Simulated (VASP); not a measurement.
# W16O (a cell with a defect) in VASP: single point with PBE

Aim: the single point of W16O (a cell with a defect) with PBE.

All numbers are computed with VASP 6.6.1; they aren't measurements. Logs are shortened: lines on timing, memory, paths and dates and some standing lists are left out, and cuts for length are marked.

### Step 1. The cell of the first run

The cell holds a defect, 17 atoms: a = 6.320 Å, b = 6.320 Å, c = 6.320 Å, α = 90.00°, β = 90.00°, γ = 90.00°.

### Step 2. Single point, PBE

Input file INCAR:

```
PREC = Accurate ; ENCUT = 520
EDIFF = 1E-7 ; ISMEAR = -1
SIGMA = 0.1 ; LREAL = Auto
LASPH = T ; NELM = 100
ALGO = Normal ; ISIF = 2
LWAVE = F ; LCHARG = F
GGA = PE ; NBANDS = 129
```

Input file KPOINTS:

```
Automatic mesh
0
Gamma
  3 3 3
```

Input file POSCAR:

```
W16O
1.0
    6.3200000000      0.0000000000      0.0000000000
    0.0000000000      6.3200000000      0.0000000000
    0.0000000000      0.0000000000      6.3200000000
W O
16 1
Direct
    0.0003863924     -0.0033699367      0.0037129747
    0.4986332278     -0.0032867089      0.0036300633
    0.0001375000      0.5000922468      0.0026916139
    0.0001414557     -0.0023465190      0.5002544304
    0.2494916139      0.2454662975      0.2460732595
    0.4989843354      0.5000446203      0.0026791139
    0.4989805380     -0.0023332278      0.5003011076
    0.7495017405      0.2502939873      0.2513732595
    0.0341276899      0.5092998418      0.4910479430
    0.2496109177      0.7573191456      0.2430229430
    0.2494207278      0.2461109177      0.7542378165
    0.4647925633      0.5090541139      0.4912919304
    0.7494517405      0.7556792722      0.2446688291
    0.7495648734      0.2251106013      0.7752349684
    0.2494927215      0.7542677215      0.7548803797
    0.7495009494      0.7489650316      0.7500465190
    0.7494697785      0.4439240506      0.5563922468
```

Potentials or basis: VASP PAW PBE potentials, release 64 (W_sv, O).

On the command line:

```bash
> cat potpaw_PBE.64/W_sv/POTCAR potpaw_PBE.64/O/POTCAR > POTCAR
> mpirun -np 1 vasp_std > vasp.out
```

OUTCAR:

```text
PREC = Accurate
   ENCUT = 520
   EDIFF = 1E-7
   ISMEAR = -1
   LREAL = Auto
   LASPH = T
   NELM = 100
   ISIF = 2
   GGA = PE

 ion  position               nearest neighbor table
   1  0.000  0.997  0.004-  14 2.59  10 2.66  13 2.67  15 2.70   5 2.70  11 2.73   8 2.74  16 2.74
                             3 3.14   4 3.14   2 3.15   2 3.17   4 3.18   3 3.18
   2  0.499  0.997  0.004-  14 2.58  10 2.66  13 2.67  15 2.70   5 2.70  11 2.73   8 2.74  16 2.74
                             6 3.14   7 3.14   1 3.15   1 3.17   7 3.18   6 3.18
   3  0.000  0.500  0.003-  10 2.73   5 2.73  13 2.73   8 2.73  15 2.74  11 2.74  16 2.74  14 2.76
                             9 3.09   1 3.14   6 3.15   6 3.17   1 3.18   9 3.24
   4  0.000  0.998  0.500-  10 2.73  15 2.73  13 2.73  16 2.73   5 2.74  11 2.74   8 2.74  14 2.76
                             9 3.09   1 3.14   7 3.15   7 3.17   1 3.18   9 3.24
   5  0.249  0.245  0.246-  12 2.65   9 2.65   1 2.70   2 2.70   3 2.73   6 2.73   4 2.74   7 2.74
                            10 3.09  11 3.11   8 3.16   8 3.16  11 3.21  10 3.23
   6  0.499  0.500  0.003-  10 2.73   5 2.73  13 2.73   8 2.73  15 2.74  11 2.74  16 2.74  14 2.76
                            12 3.10   2 3.14   3 3.15   3 3.17   2 3.18  12 3.24
   7  0.499  0.998  0.500-  10 2.73  15 2.73  13 2.73  16 2.73   5 2.74  11 2.74   8 2.74  14 2.76
                            12 3.10   2 3.14   4 3.15   4 3.17   2 3.18  12 3.24
   8  0.750  0.250  0.251-  17 2.28   6 2.73   3 2.73   7 2.74   4 2.74   2 2.74   1 2.74   9 2.87
                            12 2.87  14 3.01  13 3.13   5 3.16   5 3.16  13 3.19  14 3.31
   9  0.034  0.509  0.491-  17 1.89  10 2.60  15 2.65   5 2.65  11 2.72  12 2.72  13 2.84  16 2.87
                             8 2.87   4 3.09   3 3.09  14 3.11   3 3.24   4 3.24
  10  0.250  0.757  0.243-   9 2.60  12 2.60   2 2.66   1 2.66   6 2.73   7 2.73   3 2.73   4 2.73
                            15 3.09   5 3.09  13 3.16  13 3.16   5 3.23  15 3.23
  11  0.249  0.246  0.754-  12 2.72   9 2.72   1 2.73   2 2.73   3 2.74   4 2.74   6 2.74   7 2.74
                             5 3.11  15 3.11  14 3.16  14 3.17  15 3.21   5 3.21
  12  0.465  0.509  0.491-  17 1.89  10 2.60  15 2.65   5 2.65  11 2.72   9 2.72  13 2.85  16 2.87
                             8 2.87   7 3.10   6 3.10  14 3.11   7 3.24   6 3.24
  13  0.749  0.756  0.245-   1 2.67   2 2.67   7 2.73   6 2.73   4 2.73   3 2.73   9 2.84  12 2.85
                             8 3.13  16 3.13  10 3.16  10 3.16  16 3.19   8 3.19
  14  0.750  0.225  0.775-  17 1.96   2 2.58   1 2.59   6 2.76   7 2.76   3 2.76   4 2.76   8 3.01
                            16 3.01  12 3.11   9 3.11  11 3.16  11 3.17  16 3.31   8 3.31
  15  0.249  0.754  0.755-  12 2.65   9 2.65   1 2.70   2 2.70   4 2.73   7 2.73   3 2.74   6 2.74
                            10 3.09  11 3.11  16 3.16  16 3.16  11 3.21  10 3.23
  16  0.750  0.749  0.750-  17 2.28   7 2.73   4 2.73   6 2.74   3 2.74   2 2.74   1 2.74   9 2.87
                            12 2.87  14 3.01  13 3.13  15 3.16  15 3.16  13 3.19  14 3.31
  17  0.749  0.444  0.556-  12 1.89   9 1.89  14 1.96   8 2.28  16 2.28

  LATTYP: Found a simple cubic cell.
 ALAT       =     6.3200000000

  Lattice vectors:

 A1 = (   6.3200000000,   0.0000000000,   0.0000000000)
 A2 = (   0.0000000000,   6.3200000000,   0.0000000000)
 A3 = (   0.0000000000,   0.0000000000,   6.3200000000)

Analysis of symmetry for initial positions (statically):
=====================================================================
 Subroutine PRICEL returns:
 Original cell was already a primitive cell.

 Routine SETGRP: Setting up the symmetry group for a
 simple cubic supercell.

 Subroutine GETGRP returns: Found  1 space group operations
 (whereof  1 operations were pure point group operations)
 out of a pool of 48 trial point group operations.

The static configuration has the point symmetry C_1 .

Analysis of symmetry for dynamics (positions and initial velocities):
=====================================================================
 Subroutine PRICEL returns:
 Original cell was already a primitive cell.

 Routine SETGRP: Setting up the symmetry group for a
 simple cubic supercell.

 Subroutine GETGRP returns: Found  1 space group operations
 (whereof  1 operations were pure point group operations)
 out of a pool of 48 trial point group operations.

The dynamic configuration has the point symmetry C_1 .

 Subroutine INISYM returns: Found  1 space group operations
 (whereof  1 operations are pure point group operations),
 and found     1 'primitive' translations

----------------------------------------------------------------------------------------

                                     Primitive cell

  volume of cell :     252.4360

  direct lattice vectors                    reciprocal lattice vectors
     6.320000000  0.000000000  0.000000000     0.158227848  0.000000000  0.000000000
     0.000000000  6.320000000  0.000000000     0.000000000  0.158227848  0.000000000
     0.000000000  0.000000000  6.320000000     0.000000000  0.000000000  0.158227848

  length of vectors
     6.320000000  6.320000000  6.320000000     0.158227848  0.158227848  0.158227848

  position of ions in fractional coordinates (direct lattice)
     0.000386392  0.996630063  0.003712975
     0.498633228  0.996713291  0.003630063
     0.000137500  0.500092247  0.002691614
     0.000141456  0.997653481  0.500254430
     0.249491614  0.245466298  0.246073260
     0.498984335  0.500044620  0.002679114
[... 9 lines left out ...]
     0.749500949  0.748965032  0.750046519
     0.749469778  0.443924051  0.556392247

  ion indices of the primitive-cell ions
   primitive index   ion index
                 1           1
                 2           2
                 3           3
                 4           4
                 5           5
                 6           6
[... 9 lines left out ...]
                16          16
                17          17

----------------------------------------------------------------------------------------

 KPOINTS: Automatic mesh

Automatic generation of k-mesh.
 Grid dimensions read from file:
 generate k-points for:    3    3    3

 Generating k-lattice:

  Cartesian coordinates                     Fractional coordinates (reciprocal lattice)
     0.052742616  0.000000000  0.000000000     0.333333333  0.000000000  0.000000000
     0.000000000  0.052742616  0.000000000     0.000000000  0.333333333  0.000000000
     0.000000000  0.000000000  0.052742616     0.000000000  0.000000000  0.333333333

  Length of vectors
     0.052742616  0.052742616  0.052742616

  Shift w.r.t. Gamma in fractional coordinates (k-lattice)
     0.000000000  0.000000000  0.000000000

 Subroutine IBZKPT returns following result:
 ===========================================

 Found     14 irreducible k-points:

 Following reciprocal coordinates:
            Coordinates               Weight
  0.000000  0.000000  0.000000      1.000000
  0.333333  0.000000  0.000000      2.000000
  0.000000  0.333333  0.000000      2.000000
  0.000000  0.000000  0.333333      2.000000
  0.333333  0.333333  0.000000      2.000000
  0.000000  0.333333  0.333333      2.000000
  0.333333  0.000000  0.333333      2.000000
 -0.333333  0.333333  0.000000      2.000000
 -0.333333  0.000000  0.333333      2.000000
  0.000000 -0.333333  0.333333      2.000000
  0.333333  0.333333  0.333333      2.000000
 -0.333333  0.333333  0.333333      2.000000
 -0.333333 -0.333333  0.333333      2.000000
  0.333333 -0.333333  0.333333      2.000000
   k-points           NKPTS =     14   k-points in BZ     NKDIM =     14   number of bands    NBANDS=    129
   number of dos      NEDOS =    301   number of ions     NIONS =     17
   total plane-waves  NPLWV = 110592
   dimension x,y,z NGX =    48 NGY =   48 NGZ =   48
   dimension x,y,z NGXF=    96 NGYF=   96 NGZF=   96
   ions per type =              16   1
   NGX,Y,Z   is equivalent  to a cutoff of  12.63, 12.63, 12.63 a.u.
   NGXF,Y,Z  is equivalent  to a cutoff of  25.25, 25.25, 25.25 a.u.
 SYSTEM =  unknown system
   PREC   = accura    normal or accurate (medium, high low for compatibility)
   ISTART =      0    job   : 0-new  1-cont  2-samecut
   ICHARG =      2    charge: 1-file 2-atom 10-const
   ISPIN  =      1    spin polarized calculation?
   LNONCOLLINEAR =      F non collinear calculations
   LSORBIT =      F    spin-orbit coupling
   LASPH  =      T    aspherical Exc in radial PAW
   ENCUT  =  520.0 eV  38.22 Ry    6.18 a.u.  11.75 11.75 11.75*2*pi/ulx,y,z
   NELM   =    100;   NELMIN=  2; NELMDL= -5     # of ELM steps
   EDIFF  = 0.1E-06   stopping-criterion for ELM
   LREAL  =      T    real-space projection
   EDIFFG = 0.1E-05   stopping-criterion for IOM
   NSW    =      0    number of steps for IOM
   IBRION =     -1    ionic relax: 0-MD 1-quasi-New 2-CG
   NFREE  =      0    steps in history (QN), initial steepest desc. (CG)
   ISIF   =      2    stress and relaxation
   ISYM   =      2    0-nonsym 1-usesym 2-fastsym
   POTIM  = 0.5000    time-step for ionic-motion
   TEBEG  =    0.0;   TEEND  =   0.0 temperature during run
   PSTRESS=    0.0 pullay stress
   NELECT =     230.0000    total number of electrons
   NUPDOWN=      -1.0000    fix difference up-down
   EMIN   =  10.00;   EMAX   =-10.00  energy-range for DOS
   EFERMI =   0.00;   METHOD = LEGACY
   ISMEAR =    -1;   SIGMA  =   0.10  broadening in eV -4-tet -1-fermi 0-gaus
   EFERMI_NEDOS =   21; number of points for ismear=-14 and -15
   IALGO  =     38    algorithm
   IMIX   =      4    mixing-type and parameters
     AMIX     =   0.40;   BMIX     =  1.00
     AMIX_MAG =   1.60;   BMIX_MAG =  1.00
  volume/ion in A,a.u.               =      14.85       100.21
  Fermi-wavevector in a.u.,A,eV,Ry     =   1.587086  2.999157 34.270910  2.518841
  Thomas-Fermi vector in A             =   2.686297
   LORBIT       =      0    0 simple, 1 ext, 2 COOP (PROOUT), +10 PAW based schemes
   GGA     = PE    functional components
   LHFCALC =     F    Hartree Fock is set to
   AEXX    =    0.0000 exact exchange contribution
   IVDW    =     0    specifies the selected vdW correction
   LEPSILON=     F    determine dielectric tensor
   LRPA    =     F    only Hartree local field effects (RPA)
 non-spin polarized calculation
  energy-cutoff  :      520.00
  volume of cell :      252.44
 maximum number of plane-waves:      6859
   NGX = 23   NGY = 23   NGZ = 23

 number of electron     230.0000001 magnetization

 Free energy of the ion-electron system (eV)
  ---------------------------------------------------
  ext. energy  EPLUGINS =         0.00000000
  ---------------------------------------------------
  free energy    TOTEN  =      -210.44118325 eV

  energy without entropy =     -210.13084310  energy(sigma->0) =     -210.28601317

 E-fermi :  11.8982     XC(G=0): -13.7761

 val. band max:       11.8876991682   @ k =   0.0000  -0.3333   0.3333
 cond. band min:      11.9027690935   @ k =   0.0000   0.3333   0.3333
 fundamental gap:      0.0150699254
 Fermi energy:        11.8981687589

 k-point     1 :       0.0000    0.0000    0.0000
  band No.  band energies     occupation
      1     -62.4360      2.00000
      2     -62.4038      2.00000
      3     -62.3908      2.00000
      4     -62.3791      2.00000
      5     -62.3446      2.00000
      6     -62.1858      2.00000
[... 119 lines left out ...]
    126      13.7279      0.00000
    127      13.7449      0.00000

 k-point     2 :       0.3333    0.0000    0.0000
  band No.  band energies     occupation
      1     -62.4297      2.00000
      2     -62.4037      2.00000
      3     -62.3911      2.00000
      4     -62.3873      2.00000
      5     -62.3420      2.00000
      6     -62.1873      2.00000
[... 1679 lines left out ...]
    126      13.7464      0.00000
    127      13.9075      0.00000
 [bands above 127 left out]

------------------------ aborting loop because EDIFF is reached ----------------------------------------

  FORCE on cell =-STRESS in cart. coord.  units (eV):
  Direction    XX          YY          ZZ          XY          YZ          ZX
  --------------------------------------------------------------------------------------
  -------------------------------------------------------------------------------------
  Total       40.3147095     27.2130972     27.2135185      0.0048647     -5.9191687     -0.0037146
  in kB      255.8720700    172.7178889    172.7205624      0.0308757    -37.5681723     -0.0235760
  external PRESSURE =     200.4368404 kB  Pullay stress =       0.0000000 kB

 VOLUME and BASIS-vectors are now :
 -----------------------------------------------------------------------------
  energy-cutoff  :      520.00
  volume of cell :      252.44
      direct lattice vectors                 reciprocal lattice vectors
     6.320000000  0.000000000  0.000000000     0.158227848  0.000000000  0.000000000
     0.000000000  6.320000000  0.000000000     0.000000000  0.158227848  0.000000000
     0.000000000  0.000000000  6.320000000     0.000000000  0.000000000  0.158227848

 POSITION                                       TOTAL-FORCE (eV/Angst)
 -----------------------------------------------------------------------------------
      0.00244      6.29870      0.02347        -0.010519      0.016627     -0.016308
      3.15136      6.29923      0.02294         0.010065      0.009644     -0.009868
      0.00087      3.16058      0.01701        -0.003496      0.006351     -0.018536
      0.00089      6.30517      3.16161        -0.004021      0.018617     -0.006023
      1.57679      1.55135      1.55518         0.001534     -0.010618      0.016670
      3.15358      3.16028      0.01693        -0.003967      0.010232     -0.015019
[... 9 lines left out ...]
      4.73685      4.73346      4.74029         0.000962     -0.001624      0.027612
      4.73665      2.80560      3.51640         0.018105      0.023426     -0.024808
 -----------------------------------------------------------------------------------
    total drift:                               -0.001825      0.008176     -0.008216

  FREE ENERGIE OF THE ION-ELECTRON SYSTEM (eV)
  ---------------------------------------------------
  free  energy   TOTEN  =      -210.4411832462 eV

  energy  without entropy=     -210.1308431028  energy(sigma->0) =     -210.28601317
```

Wall time 27 min (1 thread of Intel Xeon 8259CL, shared host); peak memory 0.5 GiB.

What came out:

```
Free energy            : -210.4412 eV
Pressure               : 20.0 GPa
Largest force          : 0.188 eV/Å
Band gap on the k mesh : zero (bands 115 and 116 overlap by 0.25 eV)
```

Forces on the atoms (eV/Å):
```
W   -0.011  0.017 -0.016
W    0.010  0.010 -0.010
W   -0.003  0.006 -0.019
W   -0.004  0.019 -0.006
W    0.002 -0.011  0.017
W   -0.004  0.010 -0.015
W   -0.003  0.015 -0.011
W    0.001 -0.028  0.002
W    0.166  0.035 -0.035
W   -0.006 -0.004  0.005
W    0.006 -0.008  0.008
W   -0.176  0.047 -0.048
W    0.005 -0.001  0.001
W   -0.003 -0.112  0.112
W    0.001 -0.016  0.011
W    0.001 -0.002  0.028
O    0.018  0.023 -0.025
```

Caveat: spin-orbit coupling is left out, which moves the levels of the heavy elements.
